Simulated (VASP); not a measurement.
# WS2 in VASP: notebook, part 2 of 2

VASP 6.6.1. Earlier steps stand in the parts before.

### Step 3. Single point, PBEsol

INCAR

```
PREC = Accurate
ENCUT = 520
EDIFF = 1E-6
ISMEAR = 0
SIGMA = 0.05
LREAL = F
LASPH = T
NELM = 60
ALGO = Normal
ISIF = 2
LWAVE = F
LCHARG = F
GGA = PS
NBANDS = 20
```

KPOINTS

```
regular mesh
0
Gamma
  12 12 2
```

POSCAR

```
WS2
1.0
    3.1457762098      0.0000000000      0.0000000000
   -1.5728881049      2.7243221123      0.0000000000
    0.0000000000      0.0000000000     16.9534209708
W S
1 2
Direct
    0.3333333333      0.6666666667      0.0000000000
    0.6666666667      0.3333333333      0.9083134623
    0.6666666667      0.3333333333      0.0931611663
```

Potentials or basis: VASP PAW PBE potentials, release 64 (W_sv, S).

The run is started by

```sh
cat potpaw_PBE.64/W_sv/POTCAR potpaw_PBE.64/S/POTCAR > POTCAR
mpirun -np 1 vasp_std > vasp.out
```

OUTCAR:

```text
PREC = Accurate
   ENCUT = 520
   EDIFF = 1E-6
   ISMEAR = 0
   LREAL = F
   LASPH = T
   NELM = 60
   ISIF = 2
   GGA = PS

 ion  position               nearest neighbor table
   1  0.333  0.667  0.000-   2 2.39   2 2.39   2 2.39   3 2.41   3 2.41   3 2.41
   2  0.667  0.333  0.908-   1 2.39   1 2.39   1 2.39
   3  0.667  0.333  0.093-   1 2.41   1 2.41   1 2.41

  LATTYP: Found a hexagonal cell.
 ALAT       =     3.1457762098
 C/A-ratio  =     5.3892647919

  Lattice vectors:

 A1 = (   3.1457762098,   0.0000000000,   0.0000000000)
 A2 = (  -1.5728881049,   2.7243221123,   0.0000000000)
 A3 = (   0.0000000000,   0.0000000000,  16.9534209708)

Analysis of symmetry for initial positions (statically):
=====================================================================
 Subroutine PRICEL returns:
 Original cell was already a primitive cell.

 Routine SETGRP: Setting up the symmetry group for a
 hexagonal supercell.

 Subroutine GETGRP returns: Found  6 space group operations
 (whereof  6 operations were pure point group operations)
 out of a pool of 24 trial point group operations.

The static configuration has the point symmetry C_3v.

Analysis of symmetry for dynamics (positions and initial velocities):
=====================================================================
 Subroutine PRICEL returns:
 Original cell was already a primitive cell.

 Routine SETGRP: Setting up the symmetry group for a
 hexagonal supercell.

 Subroutine GETGRP returns: Found  6 space group operations
 (whereof  6 operations were pure point group operations)
 out of a pool of 24 trial point group operations.

The dynamic configuration has the point symmetry C_3v.

 Subroutine INISYM returns: Found  6 space group operations
 (whereof  6 operations are pure point group operations),
[... 106 lines left out ...]
   POTIM  = 0.5000    time-step for ionic-motion
   TEBEG  =    0.0;   TEEND  =   0.0 temperature during run
   PSTRESS=    0.0 pullay stress
   NELECT =      26.0000    total number of electrons
   NUPDOWN=      -1.0000    fix difference up-down
   EMIN   =  10.00;   EMAX   =-10.00  energy-range for DOS
   EFERMI =   0.00;   METHOD = LEGACY
   ISMEAR =     0;   SIGMA  =   0.05  broadening in eV -4-tet -1-fermi 0-gaus
   EFERMI_NEDOS =   21; number of points for ismear=-14 and -15
   IALGO  =     38    algorithm
   IMIX   =      4    mixing-type and parameters
     AMIX     =   0.40;   BMIX     =  1.00
     AMIX_MAG =   1.60;   BMIX_MAG =  1.00
  volume/ion in A,a.u.               =      48.43       326.83
  Fermi-wavevector in a.u.,A,eV,Ry     =   0.922539  1.743346 11.579622  0.851078
  Thomas-Fermi vector in A             =   2.048077
   LORBIT       =      0    0 simple, 1 ext, 2 COOP (PROOUT), +10 PAW based schemes
   GGA     = PS    functional components
   LHFCALC =     F    Hartree Fock is set to
   AEXX    =    0.0000 exact exchange contribution
   IVDW    =     0    specifies the selected vdW correction
   LEPSILON=     F    determine dielectric tensor
   LRPA    =     F    only Hartree local field effects (RPA)
 non-spin polarized calculation
 Gauss-broadening in eV      SIGMA  =   0.05
  energy-cutoff  :      520.00
  volume of cell :      145.29
 maximum number of plane-waves:      3942
 NGX is ok and might be reduce to    24
   NGX = 11   NGY = 11   NGZ = 63

 number of electron      25.9999997 magnetization

 Free energy of the ion-electron system (eV)
  ---------------------------------------------------
  ext. energy  EPLUGINS =         0.00000000
  ---------------------------------------------------
  free energy    TOTEN  =       -25.24642196 eV

  energy without entropy =      -25.24642196  energy(sigma->0) =      -25.24642196

 E-fermi :  -0.7000     XC(G=0):  -4.6028

 val. band max:       -1.1475381117   @ k =   0.3333   0.3333   0.0000
 cond. band min:       0.7933931737   @ k =   0.3333   0.3333   0.0000
 fundamental gap:      1.9409312854
 Fermi energy:        -0.6999554351

 k-point     1 :       0.0000    0.0000    0.0000
  band No.  band energies     occupation
      1     -75.0520      2.00000
      2     -39.3305      2.00000
      3     -39.1359      2.00000
      4     -39.1359      2.00000
      5     -16.0381      2.00000
      6     -14.3443      2.00000
[... 541 lines left out ...]
     19       6.0825      0.00000
     20       6.3336      0.00000

 [... further k-points ...]
[... 5 lines left out ...]
  --------------------------------------------------------------------------------------
  -------------------------------------------------------------------------------------
  Total        0.0413416      0.0413416      0.0403126     -0.0000000      0.0000000      0.0000000
  in kB        0.4558836      0.4558836      0.4445372     -0.0000000      0.0000000      0.0000000
  external PRESSURE =       0.4521015 kB  Pullay stress =       0.0000000 kB

 VOLUME and BASIS-vectors are now :
 -----------------------------------------------------------------------------
  energy-cutoff  :      520.00
  volume of cell :      145.29
      direct lattice vectors                 reciprocal lattice vectors
     3.145776210  0.000000000  0.000000000     0.317886567  0.183531895  0.000000000
    -1.572888105  2.724322112  0.000000000     0.000000000  0.367063790  0.000000000
     0.000000000  0.000000000 16.953420971     0.000000000  0.000000000  0.058985145

 POSITION                                       TOTAL-FORCE (eV/Angst)
 -----------------------------------------------------------------------------------
     -0.00000      1.81621      0.00000        -0.000000     -0.000000      0.419671
      1.57289      0.90811     15.39902         0.000000      0.000000     -0.233305
      1.57289      0.90811      1.57940         0.000000      0.000000     -0.186366
 -----------------------------------------------------------------------------------
    total drift:                               -0.000000     -0.000000     -0.000120

  FREE ENERGIE OF THE ION-ELECTRON SYSTEM (eV)
  ---------------------------------------------------
  free  energy   TOTEN  =       -25.2464219576 eV

  energy  without entropy=      -25.2464219576  energy(sigma->0) =      -25.24642196
```

Run time: 2.3 min. Hardware: 1 thread of AMD EPYC 7R13 (Zen 3), shared host; peak memory 0.27 GiB.

What came out:

| Property | Result |
| --- | --- |
| Free energy | -25.2464 eV |
| Largest force | 0.420 eV/Å |
| Band gap on the k mesh | 1.94 eV |

Forces on the atoms (eV/Å):
```
W    0.000  0.000  0.420
S    0.000  0.000 -0.233
S    0.000  0.000 -0.186
```

Levels at points of the mesh, in eV from the valence-band top:
```csv
k point,band 11,band 12,band 13,band 14,band 15,band 16
"(0.00, 0.00, 0.00)",-1.57,-1.57,-0.13,2.98,2.98,3.18
"(0.50, 0.00, 0.00)",-2.19,-1.19,-0.96,3.01,3.43,4.09
"(0.00, 0.00, 0.50)",-1.57,-1.57,-0.13,2.98,2.98,3.18
"(0.50, 0.00, 0.50)",-2.19,-1.19,-0.96,3.01,3.43,4.09
```

Caveat: the cell differs from its parent crystal (all S atoms moved +0.013 Å, as atom 2 towards its neighbour atom 3 (S) at 3.134 Å); there is no dipole correction, which matters where the two faces differ; the PAW data sets were made with another functional, which shifts forces and pressure a little; spin-orbit coupling is left out, which moves the levels of the heavy elements.
